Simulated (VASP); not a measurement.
Write the native input for VASP 6.6.1 that does the following.

```yaml
Task: single point
Functional: LDA
Potentials_or_basis: VASP PAW LDA potentials, release 64 (Ga_d, N)
Cutoff: 520 eV
k_mesh: 8 × 8 × 4
Occupations: gaussian, width 0.01 eV
Spin: no spin polarisation
Dipole_correction: no
Further_INCAR_settings: ALGO = Normal; EDIFF = 1e-07; NBANDS = 26
```

The structure of GaN lies in POSCAR:

```
GaN
1.0
    3.1360555032      0.0000000000      0.0000000000
   -1.5680277516      2.7159037335      0.0000000000
    0.0000000000      0.0000000000      5.1504033593
Ga N
2 2
Direct
    0.3333333333      0.6666666667     -0.0000627399
    0.6666666667      0.3333333333      0.4999372601
    0.3333333333      0.6666666667      0.3750627399
    0.6666666667      0.3333333333      0.8750627399
```

This cell differs from its parent crystal: film at in-plane strain -0.005.

One way to write it, as run:

INCAR

```
PREC = Accurate
ENCUT = 520
EDIFF = 1E-7
ISMEAR = 0
SIGMA = 0.01
LREAL = False
LASPH = True
NELM = 80
ALGO = Normal
ISIF = 2
LWAVE = False
LCHARG = False
NBANDS = 26
```

KPOINTS

```
regular mesh
0
Gamma
  8 8 4
```

Potentials or basis: VASP PAW LDA potentials, release 64 (Ga_d, N).

Run with:

```sh
$ cat potpaw_LDA.64/Ga_d/POTCAR potpaw_LDA.64/N/POTCAR > POTCAR
$ mpirun -np 1 vasp_std > vasp.out
```

It gave:

The pressure is 2.7 GPa, the largest force is 0.004 eV/Å and the band gap on the k mesh is 2.17 eV, direct.

Caveat: the cell differs from its parent crystal (film at in-plane strain -0.005).

It took 52 s on 1 thread of Intel(R) Xeon(R) Platinum 8259CL CPU @ 2.50GHz (Skylake/Cascade Lake) (shared host), peak memory 0.15 GiB.
